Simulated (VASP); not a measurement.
Here is a VASP 6.6.1 calculation.

File INCAR:

```
PREC = Accurate
ENCUT = 520
EDIFF = 1E-7
ISMEAR = -1
SIGMA = 0.05
LREAL = False
LASPH = True
NELM = 100
ALGO = Normal
ISIF = 2
LWAVE = False
LCHARG = True
GGA = B5
ALDAX = 1.0
AGGAX = 1.0
AGGAC = 1.0
ALDAC = 0.0
IVDW = 13
VDW_S6 = 1.0
VDW_S8 = 2.34076671
VDW_A1 = 0.44488865
VDW_A2 = 4.0933009
LELF = True
LVHAR = True
NBANDS = 8
```

Contents of KPOINTS:

```
Automatic mesh
0
Gamma
  13 13 13
```

POSCAR

```
Si
1.0
   -1.6727035193      1.6727035193      1.2864449922
    1.6727035193     -1.6727035193      1.2864449922
    1.6727035193      1.6727035193     -1.2864449922
Si
1
Direct
    0.0000000000      0.0000000000      0.0000000000
```

Potentials or basis: VASP PAW PBE potentials, release 64 (Si).

Launch:

```sh
$ cat potpaw_PBE.64/Si/POTCAR > POTCAR
$ mpirun -np 1 vasp_std > vasp.out
```

Q: What does it give for the band gap on the k mesh?

A: Zero (bands 2 and 3 overlap by 12.17 eV).

Q: What does it give for the pressure?

A: 0.5 GPa.

Q: What does it give for the dispersion energy per atom?

A: -0.861 eV.

Stress tensor (GPa, compression positive):
```
0.50 0.00 0.00
0.00 0.50 0.00
0.00 0.00 0.63
```

Caveat: the PAW data sets were made with another functional, which shifts forces and pressure a little.
